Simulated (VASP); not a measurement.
A run of VASP 6.6.1 is set up as follows.

File INCAR:

```
  PREC = Accurate
  ENCUT = 520
  EDIFF = 1E-8
  ISMEAR = -1
  SIGMA = 0.01
  LREAL = F
  LASPH = T
  NELM = 80
  ALGO = Normal
  ISIF = 2
  LWAVE = F
  LCHARG = F
  GGA = PE
  LEFG = T
  NBANDS = 16
```

KPOINTS

```
regular mesh
0
Gamma
  8 8 8
```

POSCAR

```
ZnS
1.0
    0.0540930000      2.7316965000      2.7316965000
    2.7316965000      0.0540930000      2.7316965000
    2.7316965000      2.7316965000      0.0540930000
Zn S
1 1
Direct
    0.0000000000      0.0000000000      0.0000000000
    0.7500000000      0.7500000000      0.7500000000
```

Potentials or basis: VASP PAW PBE potentials, release 64 (Zn, S).

Launch:

```console
$ cat potpaw_PBE.64/Zn/POTCAR potpaw_PBE.64/S/POTCAR > POTCAR
$ mpirun -np 1 vasp_std > vasp.out
```

(1) Estimate the band gap on the k mesh.

(2) Estimate the pressure.

(3) What does it give for the largest force?

Results:

(1) 2.05 eV.

(2) 1.7 GPa.

(3) 0.172 eV/Å.

Caveat: the cell differs from its parent crystal (equal xy, yz and zx shear strains of +2 %); without QUAD_EFG the Cq values of the log hold for a quadrupole moment of 1 mb, not for the nuclei.
